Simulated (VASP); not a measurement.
## Pt: single point with LDA

Pt:

```
CELL_PARAMETERS angstrom
-0.93910 1.63755 1.63755
1.63755 -0.93910 1.63755
1.63755 1.63755 -0.93910
ATOMIC_POSITIONS crystal
Pt 0.00000 0.00000 0.00000
```

```
Program             : VASP 6.6.1
Task                : single point
Functional          : LDA
Potentials or basis : VASP PAW LDA potentials, release 64 (Pt)
Cutoff              : 520 eV
k mesh              : 22 × 22 × 22
Occupations         : gaussian, width 0.15 eV
Spin                : no spin polarisation
```

| Quantity | Value |
| --- | --- |
| Pressure | 26.0 GPa |
| Band gap on the k mesh | zero (bands 5 and 6 overlap by 3.92 eV) |

Stress tensor (GPa, compression positive):
```
25.99 -0.17 -0.17
-0.17 25.99 -0.17
-0.17 -0.17 25.99
```

Levels at points of the mesh, in eV from the Fermi level:
```tsv
k point	band 2	band 3	band 4	band 5	band 6	band 7	band 8	band 9
(0.00, 0.00, 0.00)	-6.96	-6.96	0.28	0.46	0.46	15.57	15.57	16.89
(0.50, 0.00, 0.00)	-6.30	-2.27	-2.13	-1.16	0.67	5.49	16.36	19.90
(0.50, 0.50, 0.00)	-5.71	-1.89	-1.57	2.46	3.75	5.38	11.24	14.95
(0.50, 0.50, 0.50)	-6.31	-5.48	2.62	2.62	9.08	10.19	10.19	13.17
```

It took 71 s on 1 thread of Intel(R) Xeon(R) 6975P-C (Granite Rapids), on a shared host, peak memory 0.27 GiB.

Caveat: the cell stands under pressure; spin-orbit coupling is left out, which moves the levels of the heavy elements.
